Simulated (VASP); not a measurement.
Set up this calculation in VASP 6.6.1, as the native input.

- Task: single point
- Functional: revPBE
- Dispersion: D3(BJ)
- Potentials or basis: VASP PAW PBE potentials, release 64 (P, B)
- Cutoff: 520 eV
- k mesh: 10 × 10 × 10
- Occupations: fermi-dirac, width 0.05 eV
- Spin: no spin polarisation
- Dipole correction: no
- Further INCAR settings: ALGO = Normal; EDIFF = 1e-06; NBANDS = 11

The structure of BP lies in POSCAR:

```
BP
1.0
    0.0000000000      2.2690000000      2.2690000000
    2.2690000000      0.0000000000      2.2690000000
    2.2690000000      2.2690000000      0.0000000000
P B
1 1
Direct
    0.7500000000      0.7500000000      0.7500000000
    0.0000000000      0.0000000000      0.0000000000
```

One way to write it, as run:

INCAR

```
SYSTEM = BP
PREC     = Accurate       ! precision mode
ENCUT    = 520            ! plane-wave cutoff, eV
EDIFF    = 1E-6           ! SCF threshold, eV
ISMEAR   = -1             ! smearing method
SIGMA    = 0.05           ! smearing width, eV
LREAL    = .FALSE.        ! projectors in reciprocal space
LASPH    = .TRUE.         ! aspherical terms in the spheres
NELM     = 100            ! most SCF steps
ALGO     = Normal         ! electronic algorithm
ISIF     = 2              ! what is computed and relaxed
LWAVE    = .FALSE.        ! write WAVECAR
LCHARG   = .FALSE.        ! write CHGCAR
GGA      = RE             ! functional
IVDW     = 12             ! dispersion correction
NBANDS   = 11             ! bands
```

KPOINTS

```
Automatic mesh
0
G
  10 10 10
  0 0 0
```

Potentials or basis: VASP PAW PBE potentials, release 64 (P, B).

Run with:

```console
$ cat potpaw_PBE.64/P/POTCAR potpaw_PBE.64/B/POTCAR > POTCAR
$ mpirun -np 1 vasp_std > vasp.out
```

It gave:

| Item | Value |
| --- | --- |
| Pressure | -6.2 GPa |
| Band gap on the k mesh | 1.24 eV, indirect (least direct gap 3.39 eV) |
| Dispersion energy per atom | -0.652 eV |

Caveat: the PAW data sets were made with another functional, which shifts forces and pressure a little.

Wall time 18 s on 1 thread of AMD EPYC 7R13, with other jobs on the host, peak memory 0.12 GiB.
